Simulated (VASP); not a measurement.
Input of a VASP 6.6.1 run:

File INCAR:

```
SYSTEM = YAl3N4
ALGO = Normal
EDIFF = 1E-6
ENCUT = 600
GGA = CA
GGA_COMPAT = .False.
ISIF = 2
ISMEAR = 0
LASPH = .True.
LCHARG = .True.
LELF = .True.
LREAL = .False.
LVHAR = .True.
LWAVE = .False.
NBANDS = 30
NELM = 120
PREC = Accurate
SIGMA = 0.02
```

The input KPOINTS:

```
k-points
0
Gamma
  8 6 8
  0 0 0
```

The input POSCAR:

```
YAl3N4
1.0
   -3.2463053930      0.0000000000      0.0000000000
    0.0000000000      5.6939873528      0.0202040816
    1.6231526965     -2.8654850309     -5.1539240126
Y Al N
1 3 4
Direct
    0.0051793460      0.3313790914      0.0103586919
    0.5013296566      0.8392124212      0.0026593131
    0.7559341654      0.4182978799      0.5118683308
    0.2407624130      0.9162946556      0.4815248260
    0.7924130133      0.1211337663      0.5848260266
    0.3069258872      0.6469216684      0.6138517744
    0.5770690898      0.2086620993      0.1541381796
    0.0563864287      0.7540984181      0.1127728575
```

Potentials or basis: VASP PAW LDA potentials, release 64 (Y_sv, Al, N).

Launch:

```bash
$ cat potpaw_LDA.64/Y_sv/POTCAR potpaw_LDA.64/Al/POTCAR potpaw_LDA.64/N/POTCAR > POTCAR
$ mpirun -np 1 vasp_std > vasp.out
```

**Question.** Estimate the pressure.

**Answer.** 0.3 GPa.

**Question.** Estimate the largest force.

**Answer.** 0.032 eV/Å.

Forces in eV/Å, atoms in the order of the input:
```
Y    0.000  0.012  0.012
Al   0.000 -0.015  0.025
Al   0.000  0.011 -0.030
Al   0.000 -0.020 -0.017
N    0.000  0.000 -0.020
N    0.000  0.008 -0.005
N    0.000  0.023  0.019
N    0.000 -0.020  0.016
```
